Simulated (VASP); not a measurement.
# PbO (P2) in VASP: single point with PBE

Aim: the single point of PbO with PBE.

Everything below comes from runs of VASP 6.6.1. Logs are shortened: lines on timing, memory, paths and dates and some standing lists are left out, and cuts for length are marked.

**1. The cell of the first run**

It takes space group P2 (No. 3, monoclinic). Conventional cell: a = 3.607 Å, b = 4.996 Å, c = 3.974 Å, α = 90.00°, β = 93.62°, γ = 90.00°. Within 2.8 Å of Pb (site symmetry 2) lie 4 O at 2.11 to 2.28 Å. Within 2.8 Å of Pb (site symmetry 2) lie 4 O at 2.15 to 2.32 Å. O (site symmetry 2) has 4 Pb at 2.11 to 2.32 Å and 4 O at 2.60 to 2.77 Å within 2.8 Å. O (site symmetry 2) has 4 Pb at 2.15 to 2.28 Å and 4 O at 2.60 to 2.77 Å within 2.8 Å.

**2. Single point, PBE (strained and its atoms moved)**

Contents of INCAR:

```
ALGO     = Normal         # electronic algorithm
EDIFF    = 1E-6           # SCF threshold, eV
ENCUT    = 520            # plane-wave cutoff, eV
GGA      = PE             # functional
ISIF     = 2              # what is computed and relaxed
ISMEAR   = 0              # smearing method
LASPH    = True           # aspherical terms in the spheres
LCHARG   = True           # write CHGCAR
LELF     = True           # ELF
LREAL    = False          # projectors in reciprocal space
LVHAR    = True         
LWAVE    = False          # write WAVECAR
NBANDS   = 28             # bands
NELM     = 60             # most SCF steps
PREC     = Accurate       # precision mode
SIGMA    = 0.02           # smearing width, eV
```

Contents of KPOINTS:

```
k-points
0
Gamma
  8 8 6
```

Contents of POSCAR:

```
PbO
1.0
    3.9718563840      0.1195102080      0.0000000000
    0.1195102080      3.6050192640      0.0000000000
    0.0000000000      0.0000000000      4.9957349400
Pb O
2 2
Direct
    0.0000000000      0.5000000000      0.2249883113
    0.5000000000      0.0000000000      0.7672569111
    0.0000000000      0.0000000000      0.0054380857
    0.5000000000      0.5000000000      0.0023166918
```

Potentials or basis: VASP PAW PBE potentials, release 64 (Pb_d, O).

The run is started by

```bash
$ cat potpaw_PBE.64/Pb_d/POTCAR potpaw_PBE.64/O/POTCAR > POTCAR
$ mpirun -np 1 vasp_std > vasp.out
```

OUTCAR:

```text
EDIFF = 1E-6
   ENCUT = 520
   GGA = PE
   ISIF = 2
   ISMEAR = 0
   LASPH = True
   LREAL = False
   NELM = 60
   PREC = Accurate

 ion  position               nearest neighbor table
   1  0.000  0.500  0.225-   3 2.11   3 2.11   4 2.28   4 2.28   2 3.46   2 3.46   2 3.59   2 3.59
                             2 3.75   2 3.75   2 3.87   2 3.87
   2  0.500  0.000  0.767-   4 2.15   4 2.15   3 2.32   3 2.32   1 3.46   1 3.46   1 3.59   1 3.59
                             1 3.75   1 3.75   1 3.87   1 3.87
   3  0.000  0.000  0.005-   1 2.11   1 2.11   2 2.32   2 2.32
   4  0.500  0.500  0.002-   2 2.15   2 2.15   1 2.28   1 2.28

  LATTYP: Found a simple monoclinic cell.
 ALAT       =     3.6069996650
 B/A-ratio  =     1.3850112015
 C/A-ratio  =     1.1016507715
 COS(beta)  =    -0.0631770023

  Lattice vectors:

 A1 = (   0.1195102080,   3.6050192640,   0.0000000000)
 A2 = (   0.0000000000,   0.0000000000,  -4.9957349400)
 A3 = (  -3.9718563840,  -0.1195102080,   0.0000000000)

Analysis of symmetry for initial positions (statically):
=====================================================================
 Subroutine PRICEL returns:
 Original cell was already a primitive cell.

 Routine SETGRP: Setting up the symmetry group for a
 simple monoclinic supercell.

 Subroutine GETGRP returns: Found  2 space group operations
 (whereof  2 operations were pure point group operations)
 out of a pool of  4 trial point group operations.

The static configuration has the point symmetry C_2 .

Analysis of symmetry for dynamics (positions and initial velocities):
=====================================================================
 Subroutine PRICEL returns:
 Original cell was already a primitive cell.

 Routine SETGRP: Setting up the symmetry group for a
 simple monoclinic supercell.

 Subroutine GETGRP returns: Found  2 space group operations
 (whereof  2 operations were pure point group operations)
 out of a pool of  4 trial point group operations.

The dynamic configuration has the point symmetry C_2 .

 Subroutine INISYM returns: Found  2 space group operations
 (whereof  2 operations are pure point group operations),
 and found     1 'primitive' translations

----------------------------------------------------------------------------------------

                                     Primitive cell

  volume of cell :      71.4607

  direct lattice vectors                    reciprocal lattice vectors
[... 86 lines left out ...]
   LNONCOLLINEAR =      F non collinear calculations
   LSORBIT =      F    spin-orbit coupling
   LASPH  =      T    aspherical Exc in radial PAW
   ENCUT  =  520.0 eV  38.22 Ry    6.18 a.u.   7.39  6.71  9.29*2*pi/ulx,y,z
   NELM   =     60;   NELMIN=  2; NELMDL= -5     # of ELM steps
   EDIFF  = 0.1E-05   stopping-criterion for ELM
   LREAL  =      F    real-space projection
   EDIFFG = 0.1E-04   stopping-criterion for IOM
   NSW    =      0    number of steps for IOM
   IBRION =     -1    ionic relax: 0-MD 1-quasi-New 2-CG
   NFREE  =      0    steps in history (QN), initial steepest desc. (CG)
   ISIF   =      2    stress and relaxation
   ISYM   =      2    0-nonsym 1-usesym 2-fastsym
   POTIM  = 0.5000    time-step for ionic-motion
   TEBEG  =    0.0;   TEEND  =   0.0 temperature during run
   PSTRESS=    0.0 pullay stress
   NELECT =      40.0000    total number of electrons
   NUPDOWN=      -1.0000    fix difference up-down
   EMIN   =  10.00;   EMAX   =-10.00  energy-range for DOS
   EFERMI =   0.00;   METHOD = LEGACY
   ISMEAR =     0;   SIGMA  =   0.02  broadening in eV -4-tet -1-fermi 0-gaus
   EFERMI_NEDOS =   21; number of points for ismear=-14 and -15
   IALGO  =     38    algorithm
   IMIX   =      4    mixing-type and parameters
     AMIX     =   0.40;   BMIX     =  1.00
     AMIX_MAG =   1.60;   BMIX_MAG =  1.00
  volume/ion in A,a.u.               =      17.87       120.56
  Fermi-wavevector in a.u.,A,eV,Ry     =   1.349188  2.549596 24.766797  1.820308
  Thomas-Fermi vector in A             =   2.476795
   LORBIT       =      0    0 simple, 1 ext, 2 COOP (PROOUT), +10 PAW based schemes
   GGA     = PE    functional components
   LHFCALC =     F    Hartree Fock is set to
   AEXX    =    0.0000 exact exchange contribution
   IVDW    =     0    specifies the selected vdW correction
   LEPSILON=     F    determine dielectric tensor
   LRPA    =     F    only Hartree local field effects (RPA)
 non-spin polarized calculation
 Gauss-broadening in eV      SIGMA  =   0.02
  energy-cutoff  :      520.00
  volume of cell :       71.46
 maximum number of plane-waves:      1938
 NGX is ok and might be reduce to    30
   NGX = 15   NGY = 13   NGZ = 19

 number of electron      40.0000005 magnetization

 Free energy of the ion-electron system (eV)
  ---------------------------------------------------
  ext. energy  EPLUGINS =         0.00000000
  ---------------------------------------------------
  free energy    TOTEN  =       -20.43050913 eV

  energy without entropy =      -20.43050913  energy(sigma->0) =      -20.43050913

 E-fermi :   6.9086     XC(G=0): -10.3439

 val. band max:        6.7776834585   @ k =   0.0000   0.1250   0.0000
 cond. band min:       7.7667705891   @ k =   0.5000   0.5000   0.0000
 fundamental gap:      0.9890871306
 Fermi energy:         6.9085949532

 k-point     1 :       0.0000    0.0000    0.0000
  band No.  band energies     occupation
      1     -13.4088      2.00000
      2     -12.4612      2.00000
      3      -9.8670      2.00000
      4      -9.7718      2.00000
      5      -9.7192      2.00000
      6      -9.6998      2.00000
[... 733 lines left out ...]
     27      14.8983      0.00000
     28      15.7050      0.00000

 [... further k-points ...]
[... 5 lines left out ...]
  --------------------------------------------------------------------------------------
  -------------------------------------------------------------------------------------
  Total        7.2455457     13.7848620      8.3256362     -1.7488232      0.0000000      0.0000000
  in kB      162.4480834    309.0622144    186.6641506    -39.2093266      0.0000000      0.0000000
  external PRESSURE =     219.3914828 kB  Pullay stress =       0.0000000 kB

 VOLUME and BASIS-vectors are now :
 -----------------------------------------------------------------------------
  energy-cutoff  :      520.00
  volume of cell :       71.46
      direct lattice vectors                 reciprocal lattice vectors
     3.971856384  0.119510208  0.000000000     0.252022830 -0.008354824  0.000000000
     0.119510208  3.605019264  0.000000000    -0.008354824  0.277667999  0.000000000
     0.000000000  0.000000000  4.995734940     0.000000000  0.000000000  0.200170748

 POSITION                                       TOTAL-FORCE (eV/Angst)
 -----------------------------------------------------------------------------------
      0.05976      1.80251      1.12398        -0.000000      0.000000      3.573749
      1.98593      0.05976      3.83301         0.000000      0.000000     -2.611440
      0.00000      0.00000      0.02717         0.000000      0.000000     -2.014026
      2.04568      1.86226      0.01157        -0.000000      0.000000      1.051717
 -----------------------------------------------------------------------------------
    total drift:                                0.000000      0.000000      0.000223

  FREE ENERGIE OF THE ION-ELECTRON SYSTEM (eV)
  ---------------------------------------------------
  free  energy   TOTEN  =       -20.4305091334 eV

  energy  without entropy=      -20.4305091334  energy(sigma->0) =      -20.43050913
```

It took 4.4 min on 1 thread of Intel Xeon 8259CL, shared host; peak memory 0.34 GiB.

What came out:

| Property | Result |
| --- | --- |
| Free energy | -20.4305 eV |
| Pressure | 21.9 GPa |
| Largest force | 3.574 eV/Å |
| Band gap on the k mesh | 0.99 eV (least direct gap 2.47 eV) |

Forces on the atoms (eV/Å):
```
Pb   0.000  0.000  3.574
Pb   0.000  0.000 -2.611
O    0.000  0.000 -2.014
O    0.000  0.000  1.052
```

Caveat: the cell differs from its parent crystal (strained and its atoms moved); the stress differs along the axes, from 16 to 31 GPa; spin-orbit coupling is left out, which moves the levels of the heavy elements; forces of over 1 eV/Å act on the atoms, so gaps and moduli don't describe the material at rest. A k mesh can miss the band edges.
